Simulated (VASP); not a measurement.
# Al3Ir5 (Cmmm) in VASP: single point with r2SCAN

Aim: the single point of Al3Ir5 with r2SCAN.

All numbers are computed with VASP 6.6.1; they aren't measurements. Logs are shortened: lines on timing, memory, paths and dates and some standing lists are left out, and cuts for length are marked.

### Step 1. The cell of the first run

Symmetry: Cmmm, No. 65, orthorhombic system. The conventional cell has a = 7.113 Å, b = 7.678 Å, c = 3.775 Å, α = 90.00°, β = 90.00°, γ = 90.00°. Within 3.3 Å of Al (site symmetry m2m) lie 10 Ir at 2.50 to 2.74 Å and 2 Al at 2.69 Å. Al (site symmetry mmm) has 8 Ir at 2.47 to 2.62 Å and 4 Al at 2.69 Å within 3.3 Å. Within 3.4 Å of Ir (site symmetry 2/m) lie 6 Al at 2.59 to 2.62 Å and 6 Ir at 2.62 to 2.70 Å. Within 3.6 Å of Ir (site symmetry mmm) lie 8 Ir at 2.62 to 2.72 Å and 6 Al at 2.69 to 3.56 Å. Ir (site symmetry 2mm) has 6 Al at 2.47 to 2.74 Å and 7 Ir at 2.70 to 3.20 Å within 3.3 Å.

### Step 2. Single point, r2SCAN

Input file POSCAR:

```
Al3Ir5
1.0
    3.8391212900      3.5566009900      0.0000000000
    3.8391212900     -3.5566009900      0.0000000000
    0.0000000000      0.0000000000     -3.7745862300
Al Ir
3 5
Direct
    0.2500000000      0.2500000000      0.5000000000
    0.7500000000      0.7500000000      0.5000000000
    0.0000000000      0.0000000000      0.0000000000
    0.5000000000      0.0000000000      0.0000000000
    0.0000000000      0.5000000000      0.0000000000
    0.5000000000      0.5000000000      0.0000000000
    0.2250000000      0.7750000000      0.5000000000
    0.7750000000      0.2250000000      0.5000000000
```

Input file INCAR.step1:

```
PREC = Accurate ; ENCUT = 520
ISMEAR = 0 ; SIGMA = 0.0658
LREAL = False ; LASPH = True
NELM = 100 ; NBANDS = 37
GGA = PE ; ALGO = Normal
EDIFF = 1E-4 ; LWAVE = True
LCHARG = False
```

Input file INCAR.step2:

```
PREC = Accurate ; ENCUT = 520
EDIFF = 1E-6 ; ISMEAR = 0
SIGMA = 0.0658 ; LREAL = False
LASPH = True ; NELM = 100
ALGO = Normal ; ISIF = 2
LWAVE = False ; LCHARG = False
METAGGA = R2SCAN ; LMIXTAU = True
NBANDS = 37 ; ISTART = 1
```

Input file KPOINTS:

```
Automatic mesh
0
Gamma
  6 6 9
```

Potentials or basis: VASP PAW PBE potentials, release 64 (Al, Ir).

On the command line:

```console
cat potpaw_PBE.64/Al/POTCAR potpaw_PBE.64/Ir/POTCAR > POTCAR
cp INCAR.step1 INCAR
mpirun -np 1 vasp_std > vasp.out
cp INCAR.step2 INCAR
mpirun -np 1 vasp_std > vasp.out
```

OUTCAR:

```text
PREC = Accurate
   ENCUT = 520
   EDIFF = 1E-6
   ISMEAR = 0
   LREAL = False
   LASPH = True
   NELM = 100
   ISIF = 2
   METAGGA = R2SCAN
   ISTART = 1

 ion  position               nearest neighbor table
   1  0.250  0.250  0.500-   7 2.50   8 2.50   4 2.59   5 2.59   4 2.59   5 2.59   3 2.69   3 2.69
                             6 2.69   6 2.69   8 2.74   7 2.74
   2  0.750  0.750  0.500-   7 2.50   8 2.50   4 2.59   5 2.59   4 2.59   5 2.59   3 2.69   3 2.69
                             6 2.69   6 2.69   8 2.74   7 2.74
   3  0.000  0.000  0.000-   7 2.47   8 2.47   7 2.47   8 2.47   4 2.62   5 2.62   5 2.62   4 2.62
                             1 2.69   2 2.69   1 2.69   2 2.69
   4  0.500  0.000  0.000-   1 2.59   2 2.59   1 2.59   2 2.59   3 2.62   6 2.62   6 2.62   3 2.62
                             7 2.70   8 2.70   7 2.70   8 2.70
   5  0.000  0.500  0.000-   1 2.59   2 2.59   1 2.59   2 2.59   3 2.62   6 2.62   3 2.62   6 2.62
                             7 2.70   8 2.70   7 2.70   8 2.70
   6  0.500  0.500  0.000-   4 2.62   5 2.62   4 2.62   5 2.62   1 2.69   2 2.69   1 2.69   2 2.69
                             7 2.72   8 2.72   7 2.72   8 2.72
   7  0.225  0.775  0.500-   3 2.47   3 2.47   1 2.50   2 2.50   5 2.70   4 2.70   4 2.70   5 2.70
                             6 2.72   6 2.72   2 2.74   1 2.74   8 3.20
   8  0.775  0.225  0.500-   3 2.47   3 2.47   1 2.50   2 2.50   5 2.70   4 2.70   4 2.70   5 2.70
                             6 2.72   6 2.72   2 2.74   1 2.74   7 3.20

  LATTYP: Found a base centered orthorhombic cell.
 ALAT       =     7.1132019800
 B/A-ratio  =     1.0794354781
 C/A-ratio  =     0.5306451638

  Lattice vectors:

 A1 = (  -3.8391212900,   3.5566009900,   0.0000000000)
 A2 = (   3.8391212900,   3.5566009900,   0.0000000000)
 A3 = (   0.0000000000,   0.0000000000,  -3.7745862300)

Analysis of symmetry for initial positions (statically):
=====================================================================
 Subroutine PRICEL returns:
 Original cell was already a primitive cell.

 Routine SETGRP: Setting up the symmetry group for a
 base centered orthorhombic supercell.

 Subroutine GETGRP returns: Found  8 space group operations
 (whereof  8 operations were pure point group operations)
 out of a pool of  8 trial point group operations.

The static configuration has the point symmetry D_2h.

Analysis of symmetry for dynamics (positions and initial velocities):
=====================================================================
 Subroutine PRICEL returns:
 Original cell was already a primitive cell.

 Routine SETGRP: Setting up the symmetry group for a
 base centered orthorhombic supercell.

 Subroutine GETGRP returns: Found  8 space group operations
 (whereof  8 operations were pure point group operations)
 out of a pool of  8 trial point group operations.

The dynamic configuration has the point symmetry D_2h.

 Subroutine INISYM returns: Found  8 space group operations
 (whereof  8 operations are pure point group operations),
 and found     1 'primitive' translations

----------------------------------------------------------------------------------------

                                     Primitive cell

  volume of cell :     103.0781

  direct lattice vectors                    reciprocal lattice vectors
     3.839121290  3.556600990  0.000000000     0.130238136  0.140583664  0.000000000
     3.839121290 -3.556600990  0.000000000     0.130238136 -0.140583664  0.000000000
     0.000000000  0.000000000 -3.774586230     0.000000000  0.000000000 -0.264929701

  length of vectors
     5.233379681  5.233379681  3.774586230     0.191639606  0.191639606  0.264929701

  position of ions in fractional coordinates (direct lattice)
     0.250000000  0.250000000  0.500000000
     0.750000000  0.750000000  0.500000000
     0.000000000  0.000000000  0.000000000
     0.500000000  0.000000000  0.000000000
     0.000000000  0.500000000  0.000000000
     0.500000000  0.500000000  0.000000000
     0.225000000  0.775000000  0.500000000
     0.775000000  0.225000000  0.500000000

  ion indices of the primitive-cell ions
   primitive index   ion index
                 1           1
                 2           2
                 3           3
                 4           4
                 5           5
                 6           6
                 7           7
                 8           8

----------------------------------------------------------------------------------------

 KPOINTS: Automatic mesh

Automatic generation of k-mesh.
 Grid dimensions read from file:
 generate k-points for:    6    6    9

 Generating k-lattice:

  Cartesian coordinates                     Fractional coordinates (reciprocal lattice)
     0.021706356  0.023430611  0.000000000     0.166666667  0.000000000  0.000000000
     0.021706356 -0.023430611  0.000000000     0.000000000  0.166666667  0.000000000
     0.000000000  0.000000000 -0.029436633     0.000000000  0.000000000  0.111111111

  Length of vectors
     0.031939934  0.031939934  0.029436633

  Shift w.r.t. Gamma in fractional coordinates (k-lattice)
     0.000000000  0.000000000  0.000000000

 Subroutine IBZKPT returns following result:
 ===========================================

 Found     65 irreducible k-points:

 Following reciprocal coordinates:
            Coordinates               Weight
  0.000000  0.000000  0.000000      1.000000
  0.166667  0.000000  0.000000      4.000000
  0.333333 -0.000000  0.000000      4.000000
  0.500000  0.000000  0.000000      2.000000
  0.166667  0.166667  0.000000      2.000000
  0.333333  0.166667  0.000000      4.000000
[... 16 lines left out ...]
  0.333333  0.333333  0.111111      4.000000
  0.500000  0.333333  0.111111      8.000000
 [... further k-points ...]
   k-points           NKPTS =     65   k-points in BZ     NKDIM =     65   number of bands    NBANDS=     37
   number of dos      NEDOS =    301   number of ions     NIONS =      8
   total plane-waves  NPLWV =  44800
   dimension x,y,z NGX =    40 NGY =   40 NGZ =   28
   dimension x,y,z NGXF=    80 NGYF=   80 NGZF=   56
   ions per type =               3   5
   NGX,Y,Z   is equivalent  to a cutoff of  12.71, 12.71, 12.33 a.u.
   NGXF,Y,Z  is equivalent  to a cutoff of  25.41, 25.41, 24.66 a.u.
 SYSTEM =  unknown system
   PREC   = accura    normal or accurate (medium, high low for compatibility)
   ISTART =      1    job   : 0-new  1-cont  2-samecut
   ICHARG =      0    charge: 1-file 2-atom 10-const
   ISPIN  =      1    spin polarized calculation?
   LNONCOLLINEAR =      F non collinear calculations
   LSORBIT =      F    spin-orbit coupling
   LASPH  =      T    aspherical Exc in radial PAW
   ENCUT  =  520.0 eV  38.22 Ry    6.18 a.u.   9.73  9.73  7.02*2*pi/ulx,y,z
   NELM   =    100;   NELMIN=  2; NELMDL=  0     # of ELM steps
   EDIFF  = 0.1E-05   stopping-criterion for ELM
   LREAL  =      F    real-space projection
   EDIFFG = 0.1E-04   stopping-criterion for IOM
   NSW    =      0    number of steps for IOM
   IBRION =     -1    ionic relax: 0-MD 1-quasi-New 2-CG
   NFREE  =      0    steps in history (QN), initial steepest desc. (CG)
   ISIF   =      2    stress and relaxation
   ISYM   =      2    0-nonsym 1-usesym 2-fastsym
   POTIM  = 0.5000    time-step for ionic-motion
   TEBEG  =    0.0;   TEEND  =   0.0 temperature during run
   PSTRESS=    0.0 pullay stress
   NELECT =      54.0000    total number of electrons
   NUPDOWN=      -1.0000    fix difference up-down
   EMIN   =  10.00;   EMAX   =-10.00  energy-range for DOS
   EFERMI =   0.00;   METHOD = LEGACY
   ISMEAR =     0;   SIGMA  =   0.07  broadening in eV -4-tet -1-fermi 0-gaus
   EFERMI_NEDOS =   21; number of points for ismear=-14 and -15
   IALGO  =     38    algorithm
   IMIX   =      4    mixing-type and parameters
     AMIX     =   0.40;   BMIX     =  1.00
     AMIX_MAG =   1.60;   BMIX_MAG =  1.00
  volume/ion in A,a.u.               =      12.88        86.95
  Fermi-wavevector in a.u.,A,eV,Ry     =   1.319727  2.493922 23.696972  1.741678
  Thomas-Fermi vector in A             =   2.449604
   LORBIT       =      0    0 simple, 1 ext, 2 COOP (PROOUT), +10 PAW based schemes
   METAGGA = R2SCAN    functional components
   LHFCALC =     F    Hartree Fock is set to
   AEXX    =    0.0000 exact exchange contribution
   IVDW    =     0    specifies the selected vdW correction
   LEPSILON=     F    determine dielectric tensor
   LRPA    =     F    only Hartree local field effects (RPA)
 non-spin polarized calculation
 Gauss-broadening in eV      SIGMA  =   0.07
  energy-cutoff  :      520.00
  volume of cell :      103.08
 maximum number of plane-waves:      2796
   NGX = 19   NGY = 19   NGZ = 15

 number of electron      53.9999996 magnetization

 Free energy of the ion-electron system (eV)
  ---------------------------------------------------
  ext. energy  EPLUGINS =         0.00000000
  ---------------------------------------------------
  free energy    TOTEN  =      -286.23353104 eV

  energy without entropy =     -286.22244268  energy(sigma->0) =     -286.22798686

 E-fermi :  10.4781     XC(G=0): -14.4510

 val. band max:       10.4764300232   @ k =   0.5000   0.5000   0.2222
 cond. band min:      10.4797589340   @ k =   0.3333   0.3333   0.3333
 fundamental gap:      0.0033289108
 Fermi energy:        10.4780697246

 k-point     1 :       0.0000    0.0000    0.0000
  band No.  band energies     occupation
      1      -1.6922      2.00000
      2       2.4920      2.00000
      3       2.9375      2.00000
      4       3.4642      2.00000
      5       3.7254      2.00000
      6       4.1568      2.00000
[... 29 lines left out ...]
     36      18.7107      0.00000
     37      18.7724      0.00000

 k-point     2 :       0.1667    0.0000    0.0000
  band No.  band energies     occupation
      1      -1.4898      2.00000
      2       2.3009      2.00000
      3       2.8092      2.00000
      4       3.3627      2.00000
      5       3.8492      2.00000
      6       4.1891      2.00000
[... 872 lines left out ...]
 k-point    24 :       0.5000    0.3333    0.1111
  band No.  band energies     occupation
      1       0.5214      2.00000
      2       1.1747      2.00000
      3       2.2020      2.00000
      4       3.0110      2.00000
      5       3.8340      2.00000
      6       4.2920      2.00000
[... 29 lines left out ...]
     36      16.9222      0.00000
     37      17.5842      0.00000

 [... further k-points ...]

------------------------ aborting loop because EDIFF is reached ----------------------------------------

  FORCE on cell =-STRESS in cart. coord.  units (eV):
  Direction    XX          YY          ZZ          XY          YZ          ZX
  --------------------------------------------------------------------------------------
  -------------------------------------------------------------------------------------
  Total       19.6461296     11.3711137     19.5217211      0.0000000      0.0000000      0.0000000
  in kB      305.3664090    176.7450496    303.4326866      0.0000000      0.0000000      0.0000000
  external PRESSURE =     261.8480484 kB  Pullay stress =       0.0000000 kB

 VOLUME and BASIS-vectors are now :
 -----------------------------------------------------------------------------
  energy-cutoff  :      520.00
  volume of cell :      103.08
      direct lattice vectors                 reciprocal lattice vectors
     3.839121290  3.556600990  0.000000000     0.130238136  0.140583664  0.000000000
     3.839121290 -3.556600990  0.000000000     0.130238136 -0.140583664  0.000000000
     0.000000000  0.000000000 -3.774586230     0.000000000  0.000000000 -0.264929701

 POSITION                                       TOTAL-FORCE (eV/Angst)
 -----------------------------------------------------------------------------------
      1.91956      0.00000     -1.88729         1.762467      0.000000      0.000000
      5.75868      0.00000     -1.88729        -1.762467      0.000000     -0.000000
      0.00000      0.00000      0.00000         0.000000     -0.000000      0.000000
      1.91956      1.77830      0.00000         0.000000      0.000000      0.000000
      1.91956     -1.77830      0.00000         0.000000     -0.000000      0.000000
      3.83912      0.00000      0.00000         0.000000     -0.000000      0.000000
      3.83912     -1.95613     -1.88729         0.000000      0.602323      0.000000
      3.83912      1.95613     -1.88729         0.000000     -0.602323      0.000000
 -----------------------------------------------------------------------------------
    total drift:                                0.000000     -0.000000      0.000000

  FREE ENERGIE OF THE ION-ELECTRON SYSTEM (eV)
  ---------------------------------------------------
  free  energy   TOTEN  =      -286.2335310436 eV

  energy  without entropy=     -286.2224426810  energy(sigma->0) =     -286.22798686
```

It took 24 min on 1 thread of Oxide Virtual Turin-like, shared host; peak memory 0.31 GiB.

Results:

- Free energy: -286.2335 eV
- Pressure: 26.2 GPa
- Largest force: 1.762 eV/Å
- Band gap on the k mesh: zero (bands 27 and 28 overlap by 0.93 eV)

Forces in eV/Å, atoms in the order of the input:
```
Al   1.762  0.000  0.000
Al  -1.762  0.000  0.000
Al   0.000  0.000  0.000
Ir   0.000  0.000  0.000
Ir   0.000  0.000  0.000
Ir   0.000  0.000  0.000
Ir   0.000  0.602  0.000
Ir   0.000 -0.602  0.000
```

Stress tensor (GPa, compression positive):
```
30.54  0.00  0.00
 0.00 17.67  0.00
 0.00  0.00 30.34
```

Levels at points of the mesh, in eV from the Fermi level:
```
           k point  band 24  band 25  band 26  band 27  band 28  band 29  band 30  band 31
(0.00, 0.00, 0.00)    -0.65    -0.23    -0.14    -0.11     0.42     0.81     1.65     2.51
(0.50, 0.00, 0.00)    -0.50    -0.43    -0.37    -0.01     0.87     1.01     1.04     4.03
(0.50, 0.50, 0.00)    -1.60    -1.16    -0.56    -0.14     0.49     2.53     4.64     4.78
```

Caveat: the stress differs along the axes, from 18 to 31 GPa; the PAW data sets were made with another functional, which shifts forces and pressure a little; spin-orbit coupling is left out, which moves the levels of the heavy elements.
